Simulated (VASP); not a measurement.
TiSi, 2 atoms in the cell. It takes space group Cmmm (No. 65, orthorhombic). Conventional cell: a = 3.687 Å, b = 4.299 Å, c = 3.804 Å, α = 90.00°, β = 90.00°, γ = 90.00°. Ti (site symmetry mmm) has 8 Si at 2.65 to 2.87 Å and 4 Ti at 2.83 Å within 3.5 Å. Within 3.5 Å of Si (site symmetry mmm) lie 8 Ti at 2.65 to 2.87 Å and 4 Si at 2.83 Å.  This cell differs from its parent crystal: strain +0.015 along x and y, +0.000 along z.

| Item | Value |
| --- | --- |
| Program | VASP 6.6.1 |
| Task | single point |
| Functional | r2SCAN |
| Potentials or basis | VASP PAW PBE potentials, release 64 (Ti_sv, Si) |
| Cutoff | 520 eV |
| k mesh | 18 × 18 × 12 |
| Occupations | gaussian, width 0.15 eV |
| Spin | no spin polarisation |
| Dipole correction | no |
| Further INCAR settings | ALGO = Normal; EDIFF = 1e-06; NBANDS = 15 |

Potentials or basis: VASP PAW PBE potentials, release 64 (Ti_sv, Si).

Run with:

```bash
$ cat potpaw_PBE.64/Ti_sv/POTCAR potpaw_PBE.64/Si/POTCAR > POTCAR
$ cp INCAR.step1 INCAR
$ mpirun -np 1 vasp_std > vasp.out
$ cp INCAR.step2 INCAR
$ mpirun -np 1 vasp_std > vasp.out
```

Hardware: 1 thread of Intel(R) Xeon(R) 6975P-C (Granite Rapids) (shared host).

Task: Estimate the wall time of this run.

Result: Wall time 5.4 min on 1 thread of Intel(R) Xeon(R) 6975P-C (Granite Rapids) (shared host), peak memory 0.39 GiB. Counts: k points 637.
